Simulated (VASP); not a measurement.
Input of a VASP 6.6.1 run:

Contents of INCAR:

```
ALGO = Normal
EDIFF = 1E-7
EDIFFG = -0.002
ENCUT = 500
GGA = PS
GGA_COMPAT = False
IBRION = 2
ISIF = 3
ISMEAR = -1
LASPH = True
LCHARG = False
LREAL = False
LWAVE = False
NELM = 120
NELMIN = 4
NSW = 80
PREC = Accurate
PSTRESS = 1010.0
SIGMA = 0.1
```

KPOINTS

```
k-points
0
Gamma
  20 20 20
```

POSCAR

```
Na
1.0
    0.0000000000      1.7421808331      1.7421808331
    1.7421808331      0.0000000000      1.7421808331
    1.7421808331      1.7421808331      0.0000000000
Na
1
Direct
    0.0000000000      0.0000000000      0.0000000000
```

Potentials or basis: VASP PAW PBE potentials, release 64 (Na_pv).

Launch:

```sh
$ cat potpaw_PBE.64/Na_pv/POTCAR > POTCAR
$ mpirun -np 1 vasp_std > vasp.out
```

**Question.** Predict the relaxed volume.

**Answer.** 10.60 Å³/atom.

**Question.** Estimate the space group after relaxing (to 0.1 Å).

**Answer.** Fm-3m (No. 225).

Final structure:
```xyz
1
Lattice="0.0000 1.7434 1.7434 1.7434 0.0000 1.7434 1.7434 1.7434 0.0000" Properties=species:S:1:pos:R:3 pbc="T T T"
Na    0.0000    0.0000    0.0000
```

Caveat: the cell is relaxed towards a set pressure, so the run minimises the enthalpy, not the energy; the PAW data sets were made with another functional, which shifts forces and pressure a little.
